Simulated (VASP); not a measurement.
# Ti (P6_3/mmc) in VASP: further runs, part 2 of 2

VASP 6.6.1.

## (4) Single point, PBEsol (volume scaled by 0.98)

The input, INCAR:

```
PREC = Accurate
ENCUT = 520
EDIFF = 1E-7
ISMEAR = -1
SIGMA = 0.05
LREAL = False
LASPH = True
NELM = 80
ALGO = Normal
ISIF = 2
LWAVE = False
LCHARG = False
GGA = PS
NBANDS = 19
```

The input, KPOINTS:

```
Automatic mesh
0
Gamma
  14 14 8
```

The input, POSCAR:

```
Ti
1.0
    2.9301986205      0.0000000000      0.0000000000
   -1.4650993102      2.5376264435      0.0000000000
    0.0000000000      0.0000000000      4.6545493880
Ti
2
Direct
    0.3333333333      0.6666666667      0.2500000000
    0.6666666667      0.3333333333      0.7500000000
```

Potentials or basis: VASP PAW PBE potentials, release 64 (Ti_sv).

Launch:

```console
$ cat potpaw_PBE.64/Ti_sv/POTCAR > POTCAR
$ mpirun -np 1 vasp_std > vasp.out
```

OUTCAR:

```text
PREC = Accurate
   ENCUT = 520
   EDIFF = 1E-7
   ISMEAR = -1
   LREAL = False
   LASPH = True
   NELM = 80
   ISIF = 2
   GGA = PS

 ion  position               nearest neighbor table
   1  0.333  0.667  0.250-   2 2.88   2 2.88   2 2.88   2 2.88   2 2.88   2 2.88
   2  0.667  0.333  0.750-   1 2.88   1 2.88   1 2.88   1 2.88   1 2.88   1 2.88

  LATTYP: Found a hexagonal cell.
 ALAT       =     2.9301986205
 C/A-ratio  =     1.5884757284

  Lattice vectors:

 A1 = (   2.9301986205,   0.0000000000,   0.0000000000)
 A2 = (  -1.4650993102,   2.5376264435,   0.0000000000)
 A3 = (   0.0000000000,   0.0000000000,   4.6545493880)

Analysis of symmetry for initial positions (statically):
=====================================================================
 Subroutine PRICEL returns:
 Original cell was already a primitive cell.

 Routine SETGRP: Setting up the symmetry group for a
 hexagonal supercell.

 Subroutine GETGRP returns: Found 24 space group operations
 (whereof 12 operations were pure point group operations)
 out of a pool of 24 trial point group operations.

The static configuration has the point symmetry D_3d.
[... 159 lines left out ...]
  free energy    TOTEN  =       -16.67161482 eV

  energy without entropy =      -16.65515803  energy(sigma->0) =      -16.66338643

 E-fermi :   8.2451     XC(G=0): -11.6528

 val. band max:        8.2279012904   @ k =   0.0714  -0.0000   0.5000
 cond. band min:       8.2510596919   @ k =   0.2143   0.2143   0.5000
 fundamental gap:      0.0231584015
 Fermi energy:         8.2451470365

 k-point     1 :       0.0000    0.0000    0.0000
  band No.  band energies     occupation
      1     -48.3752      2.00000
      2     -48.2350      2.00000
      3     -25.0712      2.00000
      4     -24.4099      2.00000
      5     -24.4099      2.00000
      6     -24.3481      2.00000
[... 505 lines left out ...]
      6     -24.6622      2.00000
[... 11 lines left out ...]
     18      11.5582      0.00000
     19      13.9483      0.00000

 [... further k-points ...]

------------------------ aborting loop because EDIFF is reached ----------------------------------------

  FORCE on cell =-STRESS in cart. coord.  units (eV):
  Direction    XX          YY          ZZ          XY          YZ          ZX
  --------------------------------------------------------------------------------------
  -------------------------------------------------------------------------------------
  Total       -0.8400510     -0.8400510     -0.9489738     -0.0000000      0.0000000      0.0000000
  in kB      -38.8878430    -38.8878430    -43.9301207     -0.0000000      0.0000000      0.0000000
  external PRESSURE =     -40.5686022 kB  Pullay stress =       0.0000000 kB

 VOLUME and BASIS-vectors are now :
 -----------------------------------------------------------------------------
  energy-cutoff  :      520.00
  volume of cell :       34.61
      direct lattice vectors                 reciprocal lattice vectors
     2.930198621  0.000000000  0.000000000     0.341273794  0.197034517  0.000000000
    -1.465099310  2.537626444  0.000000000     0.000000000  0.394069034  0.000000000
     0.000000000  0.000000000  4.654549388     0.000000000  0.000000000  0.214843568

 POSITION                                       TOTAL-FORCE (eV/Angst)
 -----------------------------------------------------------------------------------
     -0.00000      1.69175      1.16364        -0.000000      0.000000      0.000000
      1.46510      0.84588      3.49091         0.000000      0.000000      0.000000
 -----------------------------------------------------------------------------------
    total drift:                               -0.000000      0.000000     -0.000000

  FREE ENERGIE OF THE ION-ELECTRON SYSTEM (eV)
  ---------------------------------------------------
  free  energy   TOTEN  =       -16.6716148219 eV

  energy  without entropy=      -16.6551580327  energy(sigma->0) =      -16.66338643
```

OSZICAR:

```text
N       E                     dE             d eps       ncg     rms          rms(c)
DAV:   1     0.261272427119E+03    0.26127E+03   -0.13065E+04  4568   0.157E+03
DAV:   2     0.111970204605E+02   -0.25008E+03   -0.24596E+03  4692   0.442E+02
DAV:   3    -0.177536246082E+02   -0.28951E+02   -0.28615E+02  8454   0.122E+02
DAV:   4    -0.189717329778E+02   -0.12181E+01   -0.12165E+01  5326   0.261E+01
DAV:   5    -0.190245904173E+02   -0.52857E-01   -0.52852E-01  6695   0.399E+00    0.125E+01
DAV:   6    -0.166837760587E+02    0.23408E+01   -0.83206E+00  5265   0.289E+01    0.297E+00
DAV:   7    -0.166556071601E+02    0.28169E-01   -0.80077E-01  6857   0.636E+00    0.209E+00
DAV:   8    -0.166792133674E+02   -0.23606E-01   -0.20660E-01  4998   0.533E+00    0.708E-01
DAV:   9    -0.166710749899E+02    0.81384E-02   -0.46559E-02  5199   0.218E+00    0.731E-02
DAV:  10    -0.166715717485E+02   -0.49676E-03   -0.35533E-03  6604   0.338E-01    0.889E-02
DAV:  11    -0.166716231335E+02   -0.51385E-04   -0.12977E-04  5409   0.794E-02    0.432E-02
DAV:  12    -0.166716147238E+02    0.84097E-05   -0.43171E-05  4928   0.583E-02    0.541E-03
DAV:  13    -0.166716146561E+02    0.67657E-07   -0.18137E-06  5855   0.114E-02    0.134E-03
DAV:  14    -0.166716148136E+02   -0.15744E-06   -0.12354E-07  3369   0.232E-03    0.588E-04
DAV:  15    -0.166716148219E+02   -0.83451E-08   -0.36002E-08  2478   0.150E-03
   1 F= -.16671615E+02 E0= -.16663386E+02  d E =-.164568E-01
```

stdout:

```text
POSCAR found type information on POSCAR Ti
 POSCAR found :  1 types and       2 ions
 scaLAPACK will be used
 -----------------------------------------------------------------------------
|                                                                             |
|                                                                             |
|     You enforced a specific xc type in the INCAR file but a different       |
|     I HOPE YOU KNOW WHAT YOU ARE DOING!                                     |
|                                                                             |
 -----------------------------------------------------------------------------

 LDA part: xc-table for (Slater+PW92), standard interpolation
 POSCAR, INCAR and KPOINTS ok, starting setup
 FFT: planning ... GRIDC
 FFT: planning ... GRID_SOFT
 FFT: planning ... GRID
 WAVECAR not read
 entering main loop
```

Wall time 68 s (1 thread of Intel Xeon Platinum 8375C at 2.90GHz (Ice Lake), shared host); peak memory 0.2 GiB.

Results:

```yaml
Free_energy: -16.6716 eV
Pressure: -4.1 GPa
Band_gap_on_the_k_mesh: zero (band 12 reaches 9.03 eV, above the bottom of band 13 at 7.98 eV)
```

Stress tensor (GPa, compression positive):
```
-3.89  0.00  0.00
 0.00 -3.89  0.00
 0.00  0.00 -4.39
```

Levels at points of the mesh, in eV from the Fermi level:
```tsv
k point	band 10	band 11	band 12	band 13	band 14	band 15
(0.00, 0.00, 0.00)	-2.70	0.77	0.78	0.78	0.88	1.28
(0.50, 0.00, 0.00)	-2.17	-1.86	-0.60	0.49	0.62	1.17
(0.00, 0.00, 0.50)	-4.36	0.08	0.08	0.69	0.69	0.69
(0.50, 0.00, 0.50)	-2.56	-0.82	-0.82	1.35	1.35	1.74
```

Caveat: the PAW data sets were made with another functional, which shifts forces and pressure a little.

## (5) Summary

| cell | gap on the mesh (eV) | pressure (GPa) |
| --- | --- | --- |
| a = 2.950, b = 2.950, c = 4.686 Å, angles 90.0, 90.0, 120.0°, 2 atoms | none | -6.1 |
| a = 2.890, b = 2.890, c = 4.590 Å, angles 90.0, 90.0, 120.0°, 2 atoms | none | 0.7 |
| a = 2.930, b = 2.930, c = 4.655 Å, angles 90.0, 90.0, 120.0°, 2 atoms | none | -4.1 |

Alike in all rows: task single point; level PBEsol; potentials or basis VASP PAW PBE potentials, release 64 (Ti_sv); no spin polarisation; k mesh 14 × 14 × 8; cutoff (eV) 520; smearing fermi-dirac 0.05 eV.

Caveats: the PAW data sets were made with another functional, which shifts forces and pressure a little.

Absolute energies hang on the potentials; compare differences alone.
